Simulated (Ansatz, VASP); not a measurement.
Sn, level by level in two programs

```xyz
1
Lattice="-1.7265 1.7755 2.3383 1.7265 -1.7755 2.3383 1.7265 1.7755 -2.3383" Properties=species:S:1:pos:R:3 pbc="T T T"
Sn    0.0000    0.0000    0.0000
```

Single points on this cell with VASP 6.6.1 and Ansatz 0.2.0. Each row is one pair of runs. Alike in all rows: spin: off; k mesh: 11 × 11 × 11.

```csv
level,smearing,"VASP's potentials, cutoff","Ansatz's potentials, cutoff","gap on the k mesh at the Fermi level (eV), VASP","gap on the k mesh at the Fermi level (eV), Ansatz","pressure (GPa), VASP","pressure (GPa), Ansatz"
LDA,"fermi-dirac, width 0.05 eV","VASP PAW LDA potentials, release 64 (Sn_d), 520 eV","Ansatz PAW, 420 eV",none,none,-4.8,-4.8
r2SCAN,"fermi-dirac, width 0.05 eV","VASP PAW PBE potentials, release 64 (Sn_d), 520 eV","Ansatz PAW, 500 eV",none,none,-2.2,-2.2
PBE,"gaussian, width 0.026 eV","VASP PAW PBE potentials, release 64 (Sn_d), 520 eV","Ansatz PAW, 420 eV",none,none,-1.0,-1.0
PBE,"gaussian, width 0.013 eV","VASP PAW PBE potentials, release 64 (Sn_d), 520 eV","Ansatz PAW, 420 eV",none,none,-1.1,-1.0
PBE,"gaussian, width 0.014 eV","VASP PAW PBE potentials, release 64 (Sn_d), 520 eV","Ansatz PAW, 420 eV",none,none,-1.0,-1.0
PBE,"gaussian, width 0.016 eV","VASP PAW PBE potentials, release 64 (Sn_d), 520 eV","Ansatz PAW, 420 eV",none,?,-1.1,?
PBE,"gaussian, width 0.017 eV","VASP PAW PBE potentials, release 64 (Sn_d), 520 eV","Ansatz PAW, 420 eV",none,none,-1.1,-1.0
PBE,"gaussian, width 0.018 eV","VASP PAW PBE potentials, release 64 (Sn_d), 520 eV","Ansatz PAW, 420 eV",none,none,-1.1,-1.0
```

Fill in what Ansatz gave in row 6.

gap on the k mesh at the Fermi level (eV): none; pressure (GPa): -1.0.

A gap of «none» marks a metal or a gap that the smearing closes.
